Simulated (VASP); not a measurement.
A run of VASP 6.6.1:

Contents of INCAR:

```
SYSTEM = TiO2
PREC = Accurate
ENCUT = 520
EDIFF = 1E-6
ISMEAR = 1
SIGMA = 0.02
LREAL = .FALSE.
LASPH = .TRUE.
NELM = 100
ALGO = Normal
ISIF = 2
LWAVE = .FALSE.
LCHARG = .FALSE.
NBANDS = 33
```

The input KPOINTS:

```
Automatic mesh
0
G
  5 5 5
  0 0 0
```

The input POSCAR:

```
TiO2
1.0
   -1.8921000000      1.8921000000      4.7573000000
    1.8921000000     -1.8921000000      4.7573000000
    1.8921000000      1.8921000000     -4.7573000000
Ti O
2 4
Direct
    0.0000000000      0.0000000000      0.0000000000
    0.7500000000      0.2500000000      0.5000000000
    0.2081000000      0.2081000000      0.0000000000
    0.9581000000      0.4581000000      0.5000000000
    0.5419000000      0.0419000000      0.5000000000
    0.7919000000      0.7919000000      0.0000000000
```

Potentials or basis: VASP PAW LDA potentials, release 64 (Ti_sv, O).

Command:

```bash
$ cat potpaw_LDA.64/Ti_sv/POTCAR potpaw_LDA.64/O/POTCAR > POTCAR
$ mpirun -np 1 vasp_std > vasp.out
```

Hardware: 1 thread of Intel(R) Xeon(R) Platinum 8259CL CPU @ 2.50GHz (Skylake/Cascade Lake), on a shared host.

**Question.** Estimate the wall time of this run.

**Answer.** It took 66 s on 1 thread of Intel(R) Xeon(R) Platinum 8259CL CPU @ 2.50GHz (Skylake/Cascade Lake), with other jobs on the host, peak memory 0.22 GiB. Counts: scf iterations 16, k points 18.
